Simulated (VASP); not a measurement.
# Sn: single point with PBE

Crystal: Sn.

```
Sn
1.0
     0.00000    2.41066    2.41066
     2.41066    0.00000    2.41066
     2.41066    2.41066    0.00000
Sn
1
Direct
  0.00000 0.00000 0.00000
```

```yaml
Program: VASP 6.6.1
Task: single point
Functional: PBE
Potentials_or_basis: VASP PAW PBE potentials, release 64 (Sn_d)
Cutoff: 500 eV
k_mesh: 8 × 8 × 8
Occupations: gaussian, width 0.1 eV
Spin: no spin polarisation
```

The pressure is 0.0 GPa and the band gap on the k mesh is zero (band 7 reaches 15.23 eV, above the bottom of band 8 at 6.09 eV).

Levels at points of the mesh, in eV from the Fermi level:
| k point | band 4 | band 5 | band 6 | band 7 | band 8 | band 9 | band 10 | band 11 |
| --- | --- | --- | --- | --- | --- | --- | --- | --- |
| (0.00, 0.00, 0.00) | -21.54 | -21.54 | -10.98 | 7.40 | 7.40 | 7.40 | 10.51 | 11.59 |
| (0.50, 0.00, 0.00) | -21.47 | -21.47 | -6.81 | -4.54 | 5.56 | 5.56 | 9.89 | 9.90 |
| (0.50, 0.50, 0.00) | -21.45 | -21.45 | -4.98 | -3.56 | 1.97 | 1.97 | 5.25 | 5.66 |

Run time: 4.8 s on 1 thread of Intel(R) Xeon(R) 6975P-C (Granite Rapids) (shared host), peak memory 0.15 GiB.

Caveat: spin-orbit coupling is left out, which moves the levels of the heavy elements.
